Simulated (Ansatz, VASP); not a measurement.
**Ti2B: VASP beside Ansatz**

```xyz
6
Lattice="4.7226 0.0000 0.0000 0.0000 4.7226 0.0000 0.0000 0.0000 2.9910" Properties=species:S:1:pos:R:3 pbc="T T T"
Ti    1.4404    1.4404    0.0000
Ti    0.9209    3.8017    1.4955
Ti    3.2822    3.2822    0.0000
Ti    3.8017    0.9209    1.4955
B     0.0000    0.0000    0.0000
B     2.3613    2.3613    1.4955
```

Change from the starting cell: species swapped into the VO2 type (P4_2/mnm, No. 136).

Alike in both runs: task relaxation of cell and atoms; functional PBE; k mesh 4 × 4 × 6; occupations gaussian, width 0.1 eV; no spin polarisation.

```csv
,VASP,Ansatz
version,VASP 6.6.1,Ansatz 0.2.0
potentials or method,"VASP PAW PBE potentials, release 64 (Ti_sv, B), cutoff 600 eV","scalar-relativistic, plane waves, PAW"
valence electrons in the cell,54,54
```

```csv
,VASP,Ansatz,Ansatz less VASP
"gap on the k mesh at the Fermi level, each at its own relaxed structure (eV)",none,none,-
relaxed volume (Å³/atom),14.75,14.76,+0.014
relaxed length of the cell vector where the two differ most in proportion (Å),3.298,3.310,+0.0122
```

A gap of «none» marks a metal or a gap that the smearing closes.

Noted on VASP's run: the volume moved by over 15 % at a fixed basis, so the end points are rough.
